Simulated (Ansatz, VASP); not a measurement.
# Two plane-wave programs on TiAl

The input INCAR:

```
  PREC = Accurate
  ENCUT = 520
  EDIFF = 1E-6
  ISMEAR = 0
  SIGMA = 0.1
  LREAL = False
  LASPH = True
  NELM = 60
  ALGO = Normal
  ISIF = 2
  LWAVE = False
  LCHARG = False
  LDIPOL = True
  IDIPOL = 3
  DIPOL = 0.5 0.5 0.500
  GGA = PS
  NBANDS = 23
```

File KPOINTS:

```
regular mesh
0
Gamma
  9 9 1
```

POSCAR

```
TiAl
1.0
    3.9006678799      0.0000000000      0.0000000000
    0.0000000000      3.9724249773      0.0000000000
    0.0000000000      0.0000000000     17.2605773323
Ti Al
2 2
Direct
    0.5000000000      0.0000000000      0.4345161726
    0.0000000000      0.0000000000      0.5654838274
    0.0000000000      0.5000000000      0.4461659650
    0.5000000000      0.5000000000      0.5538340350
```

Input for Ansatz:

```yaml
crystal:
  lattice:
    - [3.9006678799, 0.0, 0.0]
    - [0.0, 3.9724249773, 0.0]
    - [0.0, 0.0, 17.2605773323]
  atoms:
    - { symbol: Ti, position: [0.5, 0.0, 0.4345161726] }
    - { symbol: Al, position: [0.0, 0.5, 0.446165965] }
    - { symbol: Al, position: [0.5, 0.5, 0.553834035] }
    - { symbol: Ti, position: [0.0, 0.0, 0.5654838274] }
basis:
  ecutwfc: 420
kpoints:
  mp_grid: { grid: [9, 9, 1] }
hamiltonian:
  xc: pbesol
scf:
  occupations: { method: gaussian, width: 0.1 }
output:
  forces: true
  stress: true
  eigenvalues: true
efield:
  axis: 3
  dipole_correction: true
  ramp_width: 0.04
```

Alike in both runs: task single point; functional PBEsol; k mesh 9 × 9 × 1; occupations gaussian, width 0.1 eV; no spin polarisation.

```csv
,VASP,Ansatz
version,VASP 6.6.1,Ansatz 0.2.0
potentials or method,"VASP PAW PBE potentials, release 64 (Ti_sv, Al), cutoff 520 eV","scalar-relativistic, plane waves, PAW"
valence electrons in the cell,30,30
```

```csv
,VASP,Ansatz,Ansatz less VASP
gap on the k mesh at the Fermi level (eV),none,none,-
rms of the force components (eV/Å),0.341,0.343,+0.0029
```

VASP's potentials were made for PBE, not for PBEsol. A gap of «none» marks a metal or a gap that the smearing closes. The functional is the same, so the differences come from potentials, cutoffs and numerics.
